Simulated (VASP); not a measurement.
# GaH3 (Cmmm) in VASP: a series of runs, part 2 of 2

VASP 6.6.1. Earlier steps stand in the parts before.

## Step 3: Relaxation of cell and atoms, PBE

This run uses another cell than the first one, of 9.41 Å³/atom.

Contents of INCAR:

```
SYSTEM = GaH3
ALGO = Normal
EDIFF = 1E-6
EDIFFG = -0.01
ENCUT = 600
GGA = PE
IBRION = 2
ISIF = 3
ISMEAR = 0
LASPH = .True.
LCHARG = .False.
LREAL = .False.
LWAVE = .False.
NELM = 60
NSW = 100
PREC = Accurate
SIGMA = 0.1
```

Contents of KPOINTS:

```
k-points
0
Gamma
  12 12 18
  0 0 0
```

Contents of POSCAR:

```
GaH3
1.0
    2.4655938415     -2.9123598904      0.0000000000
    2.4655938415      2.9123598904      0.0000000000
    0.0000000000      0.0000000000      2.6212489305
Ga H
1 3
Direct
    0.0000000000      0.0000000000      0.0000000000
    0.3245699332      0.6754300668      0.0000000000
    0.6754300668      0.3245699332      0.0000000000
    0.5000000000      0.5000000000      0.0000000000
```

Potentials or basis: VASP PAW PBE potentials, release 64 (Ga_d, H).

Command:

```console
cat potpaw_PBE.64/Ga_d/POTCAR potpaw_PBE.64/H/POTCAR > POTCAR
mpirun -np 1 vasp_std > vasp.out
```

OUTCAR:

```text
SYSTEM = GaH3
   EDIFF = 1E-6
   EDIFFG = -0.01
   ENCUT = 600
   GGA = PE
   IBRION = 2
   ISIF = 3
   ISMEAR = 0
   LASPH = .True.
   LREAL = .False.
   NELM = 60
   NSW = 100
   PREC = Accurate

 ion  position               nearest neighbor table
   1  0.000  0.000  0.000-   2 1.89   3 1.89
   2  0.325  0.675  0.000-   1 1.89
   3  0.675  0.325  0.000-   1 1.89
   4  0.500  0.500  0.000-

  LATTYP: Found a base centered orthorhombic cell.
 ALAT       =     4.9311876830
 B/A-ratio  =     1.1812001804
 C/A-ratio  =     0.5315654360

  Lattice vectors:

 A1 = (   2.4655938415,  -2.9123598904,   0.0000000000)
 A2 = (   2.4655938415,   2.9123598904,   0.0000000000)
 A3 = (   0.0000000000,   0.0000000000,   2.6212489305)

Analysis of symmetry for initial positions (statically):
=====================================================================
 Subroutine PRICEL returns:
 Original cell was already a primitive cell.

 Routine SETGRP: Setting up the symmetry group for a
 base centered orthorhombic supercell.

 Subroutine GETGRP returns: Found  8 space group operations
 (whereof  8 operations were pure point group operations)
 out of a pool of  8 trial point group operations.

The static configuration has the point symmetry D_2h.

Analysis of symmetry for dynamics (positions and initial velocities):
=====================================================================
 Subroutine PRICEL returns:
 Original cell was already a primitive cell.

 Routine SETGRP: Setting up the symmetry group for a
 base centered orthorhombic supercell.

 Subroutine GETGRP returns: Found  8 space group operations
 (whereof  8 operations were pure point group operations)
 out of a pool of  8 trial point group operations.

The dynamic configuration has the point symmetry D_2h.

 Subroutine INISYM returns: Found  8 space group operations
 (whereof  8 operations are pure point group operations),
 and found     1 'primitive' translations

----------------------------------------------------------------------------------------

                                     Primitive cell

  volume of cell :      37.6448

  direct lattice vectors                    reciprocal lattice vectors
     2.465593842 -2.912359890  0.000000000     0.202790902 -0.171682079  0.000000000
     2.465593842  2.912359890  0.000000000     0.202790902  0.171682079  0.000000000
     0.000000000  0.000000000  2.621248931     0.000000000  0.000000000  0.381497533

  length of vectors
     3.815886938  3.815886938  2.621248931     0.265704509  0.265704509  0.381497533

  position of ions in fractional coordinates (direct lattice)
     0.000000000  0.000000000  0.000000000
     0.324569933  0.675430067  0.000000000
     0.675430067  0.324569933  0.000000000
     0.500000000  0.500000000  0.000000000

  ion indices of the primitive-cell ions
   primitive index   ion index
                 1           1
                 2           2
                 3           3
                 4           4

----------------------------------------------------------------------------------------

 KPOINTS: k-points
[... 52 lines left out ...]
   total plane-waves  NPLWV =  21600
   dimension x,y,z NGX =    30 NGY =   30 NGZ =   24
   dimension x,y,z NGXF=    60 NGYF=   60 NGZF=   48
   ions per type =               1   3
   NGX,Y,Z   is equivalent  to a cutoff of  13.07, 13.07, 15.22 a.u.
   NGXF,Y,Z  is equivalent  to a cutoff of  26.14, 26.14, 30.44 a.u.
 SYSTEM =  GaH3
   PREC   = accura    normal or accurate (medium, high low for compatibility)
   ISTART =      0    job   : 0-new  1-cont  2-samecut
   ICHARG =      2    charge: 1-file 2-atom 10-const
   ISPIN  =      1    spin polarized calculation?
   LNONCOLLINEAR =      F non collinear calculations
   LSORBIT =      F    spin-orbit coupling
   LASPH  =      T    aspherical Exc in radial PAW
   ENCUT  =  600.0 eV  44.10 Ry    6.64 a.u.   7.62  7.62  5.24*2*pi/ulx,y,z
   NELM   =     60;   NELMIN=  2; NELMDL= -5     # of ELM steps
   EDIFF  = 0.1E-05   stopping-criterion for ELM
   LREAL  =      F    real-space projection
   EDIFFG = -.1E-01   stopping-criterion for IOM
   NSW    =    100    number of steps for IOM
   IBRION =      2    ionic relax: 0-MD 1-quasi-New 2-CG
   NFREE  =      1    steps in history (QN), initial steepest desc. (CG)
   ISIF   =      3    stress and relaxation
   ISYM   =      2    0-nonsym 1-usesym 2-fastsym
   POTIM  = 0.5000    time-step for ionic-motion
   TEBEG  =    0.0;   TEEND  =   0.0 temperature during run
   PSTRESS=    0.0 pullay stress
   NELECT =      16.0000    total number of electrons
   NUPDOWN=      -1.0000    fix difference up-down
   EMIN   =  10.00;   EMAX   =-10.00  energy-range for DOS
   EFERMI =   0.00;   METHOD = LEGACY
   ISMEAR =     0;   SIGMA  =   0.10  broadening in eV -4-tet -1-fermi 0-gaus
   EFERMI_NEDOS =   21; number of points for ismear=-14 and -15
   IALGO  =     38    algorithm
   IMIX   =      4    mixing-type and parameters
     AMIX     =   0.40;   BMIX     =  1.00
     AMIX_MAG =   1.60;   BMIX_MAG =  1.00
  volume/ion in A,a.u.               =       9.41        63.51
  Fermi-wavevector in a.u.,A,eV,Ry     =   1.230873  2.326013 20.613481  1.515048
  Thomas-Fermi vector in A             =   2.365705
   LORBIT       =      0    0 simple, 1 ext, 2 COOP (PROOUT), +10 PAW based schemes
   GGA     = PE    functional components
   LHFCALC =     F    Hartree Fock is set to
   AEXX    =    0.0000 exact exchange contribution
   IVDW    =     0    specifies the selected vdW correction
   LEPSILON=     F    determine dielectric tensor
   LRPA    =     F    only Hartree local field effects (RPA)
 conjugate gradient relaxation of ions
 non-spin polarized calculation
 Gauss-broadening in eV      SIGMA  =   0.10
  energy-cutoff  :      600.00
  volume of cell :       37.64
 maximum number of plane-waves:      1276
   NGX = 15   NGY = 15   NGZ = 11

--------------------------------------- Ionic step        1  -------------------------------------------

 number of electron      16.0000005 magnetization

 Free energy of the ion-electron system (eV)
  ---------------------------------------------------
  ext. energy  EPLUGINS =         0.00000000
  ---------------------------------------------------
  free energy    TOTEN  =       -11.30695802 eV

  energy without entropy =      -11.30436472  energy(sigma->0) =      -11.30566137

------------------------ aborting loop because EDIFF is reached ----------------------------------------

  FORCE on cell =-STRESS in cart. coord.  units (eV):
  Direction    XX          YY          ZZ          XY          YZ          ZX
  --------------------------------------------------------------------------------------
  -------------------------------------------------------------------------------------
  Total        0.0784014     -0.3548286     -0.0394038      0.0000000      0.0000000      0.0000000
  in kB        3.3367933    -15.1016498     -1.6770411      0.0000000      0.0000000      0.0000000
  external PRESSURE =      -4.4806326 kB  Pullay stress =       0.0000000 kB
[... 253 lines left out ...]
--------------------------------------- Ionic step        8  -------------------------------------------

 number of electron      16.0000005 magnetization

 Free energy of the ion-electron system (eV)
  ---------------------------------------------------
  ext. energy  EPLUGINS =         0.00000000
  ---------------------------------------------------
  free energy    TOTEN  =       -11.30957674 eV

  energy without entropy =      -11.30676122  energy(sigma->0) =      -11.30816898

 E-fermi :   2.2364     XC(G=0):  -9.2792

 val. band max:        2.2297826313   @ k =   0.4167   0.3333   0.0000
 cond. band min:       2.2365278396   @ k =   0.4167  -0.0000   0.1667
 fundamental gap:      0.0067452083
 Fermi energy:         2.2363522578

 k-point     1 :       0.0000    0.0000    0.0000
  band No.  band energies     occupation
      1     -12.9810      2.00000
      2     -12.7699      2.00000
      3     -12.7621      2.00000
      4     -12.5935      2.00000
      5     -12.4780      2.00000
      6      -8.8462      2.00000
      7      -1.3407      2.00000
      8      -0.6246      2.00000
      9       3.8706      0.00000
     10       7.5695      0.00000
     11       8.9049      0.00000
     12       9.8924      0.00000
[... 331 lines left out ...]
 k-point    24 :      -0.4167    0.1667    0.0000
  band No.  band energies     occupation
      1     -12.9717      2.00000
      2     -12.7987      2.00000
      3     -12.7314      2.00000
      4     -12.5954      2.00000
      5     -12.4806      2.00000
      6      -7.1350      2.00000
      7      -5.2840      2.00000
      8       0.7507      2.00000
      9       2.8992      0.00000
     10       5.0560      0.00000
     11      12.2663      0.00000
     12      15.0025      0.00000

 [... further k-points ...]
[... 5 lines left out ...]
  --------------------------------------------------------------------------------------
  -------------------------------------------------------------------------------------
  Total        0.0330552      0.0275112      0.0055929      0.0000000      0.0000000      0.0000000
  in kB        1.4087034      1.1724365      0.2383500      0.0000000      0.0000000      0.0000000
  external PRESSURE =       0.9398300 kB  Pullay stress =       0.0000000 kB
[... 19 lines left out ...]
  FREE ENERGIE OF THE ION-ELECTRON SYSTEM (eV)
  ---------------------------------------------------
  free  energy   TOTEN  =       -11.3095767425 eV

  energy  without entropy=      -11.3067612183  energy(sigma->0) =      -11.30816898

 reached required accuracy - stopping structural energy minimisation
```

CONTCAR:

```text
GaH3
   1.00000000000000
     2.4963967059837113   -2.8791180865774280    0.0000000000000000
     2.4963967059837113    2.8791180865774280    0.0000000000000000
     0.0000000000000000    0.0000000000000000    2.6153394008261626
  Ga              H
     1     3
Direct
     0.0000000000000000    1.0000000000000000    0.0000000000000000
     0.3237761568210605    0.6762238431789395    0.0000000000000000
     0.6762238431789395    0.3237761568210605    0.0000000000000000
     0.5000000000000000    0.5000000000000000    0.0000000000000000

  0.00000000E+00  0.00000000E+00  0.00000000E+00
  0.00000000E+00  0.00000000E+00  0.00000000E+00
  0.00000000E+00  0.00000000E+00  0.00000000E+00
  0.00000000E+00  0.00000000E+00  0.00000000E+00
```

It took 18 min on 1 thread of Intel Xeon 8259CL, shared host; peak memory 0.38 GiB.

What came out:

* Free energy: -11.3096 eV
* Relaxed volume: 9.40 Å³/atom
* Relaxed cell: a = 3.811 Å, b = 3.811 Å, c = 2.615 Å, α = 90.00°, β = 90.00°, γ = 98.14°
* Space group after relaxing (to 0.1 Å): Cmmm (No. 65)
* Energy gained by relaxing: 0.7 meV/atom
* Ionic steps: 8
* Pressure after relaxing: 0.1 GPa
* Band gap on the k mesh: zero (bands 8 and 9 overlap by 2.20 eV)

Forces on the atoms (eV/Å):
```
Ga   0.000  0.000  0.000
H    0.000  0.003  0.000
H    0.000 -0.003  0.000
H    0.000  0.000  0.000
```

Step by step:
```csv
step,energy change (eV),largest force (eV/Å),pressure (GPa),volume (Å³)
1,0.0000,0.0115,-0.45,37.64
2,-0.0013,0.0271,-0.13,37.50
3,-0.0017,0.0385,0.11,37.39
4,-0.0018,0.0433,0.18,37.35
5,-0.0021,0.0141,0.11,37.38
6,-0.0023,0.0193,0.07,37.43
7,-0.0024,0.0137,0.09,37.47
8,-0.0026,0.0027,0.09,37.60
```

Final structure:
```xyz
4
Lattice="2.4964 -2.8791 0.0000 2.4964 2.8791 0.0000 0.0000 0.0000 2.6153" Properties=species:S:1:pos:R:3 pbc="T T T"
Ga    2.4964    2.8791    0.0000
H     2.4964    1.0147    0.0000
H     2.4964   -1.0147    0.0000
H     2.4964    0.0000    0.0000
```

The gap in the log of VASP goes by the Fermi energy; the results here count the filled bands.